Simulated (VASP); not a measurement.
Write the native input for VASP 6.6.1 that does the following.

```yaml
Task: single point
Functional: b88 exchange, pbe correlation
Potentials_or_basis: VASP PAW PBE potentials, release 64 (Sb, Ga_d)
Cutoff: 500 eV
k_mesh: 8 × 8 × 8
Occupations: fermi-dirac, width 0.05 eV
Spin: no spin polarisation
Dipole_correction: no
Further_INCAR_settings: ALGO = Normal; EDIFF = 1e-06; NBANDS = 16
```

The structure of GaSb lies in POSCAR:

```
GaSb
1.0
    0.0000000000      3.1189956238      3.1189956238
    3.1189956238      0.0000000000      3.1189956238
    3.1189956238      3.1189956238      0.0000000000
Sb Ga
1 1
Direct
    0.7500000000      0.7500000000      0.7500000000
    0.0000000000      0.0000000000      0.0000000000
```

The input as run:

INCAR

```
SYSTEM = GaSb
ALGO     = Normal         ! electronic algorithm
EDIFF    = 1E-6           ! SCF threshold, eV
ENCUT    = 500            ! plane-wave cutoff, eV
GGA      = LIBXC          ! functional
GGA_COMPAT= .False.      
ISIF     = 2              ! what is computed and relaxed
ISMEAR   = -1             ! smearing method
LASPH    = .True.         ! aspherical terms in the spheres
LCHARG   = .False.        ! write CHGCAR
LIBXC1   = GGA_X_B88    
LIBXC2   = GGA_C_PBE    
LREAL    = .False.        ! projectors in reciprocal space
LWAVE    = .False.        ! write WAVECAR
NBANDS   = 16             ! bands
NELM     = 120            ! most SCF steps
PREC     = Accurate       ! precision mode
SIGMA    = 0.05           ! smearing width, eV
```

KPOINTS

```
k-points
0
Gamma
  8 8 8
  0 0 0
```

Potentials or basis: VASP PAW PBE potentials, release 64 (Sb, Ga_d).

The run is started by

```sh
$ cat potpaw_PBE.64/Sb/POTCAR potpaw_PBE.64/Ga_d/POTCAR > POTCAR
$ mpirun -np 1 vasp_std > vasp.out
```

Results of the run:

```json
{
  "Pressure": "-0.6 GPa",
  "Band gap on the k mesh": "zero (filled and empty bands touch)"
}
```

Caveat: semilocal functionals underestimate gaps, so a narrow gap can read as zero; the PAW data sets were made with another functional, which shifts forces and pressure a little; spin-orbit coupling is left out, which moves the levels of the heavy elements.

Wall time 16 s on 1 thread of Intel(R) Xeon(R) Platinum 8488C (Sapphire Rapids) (shared host), peak memory 0.18 GiB.
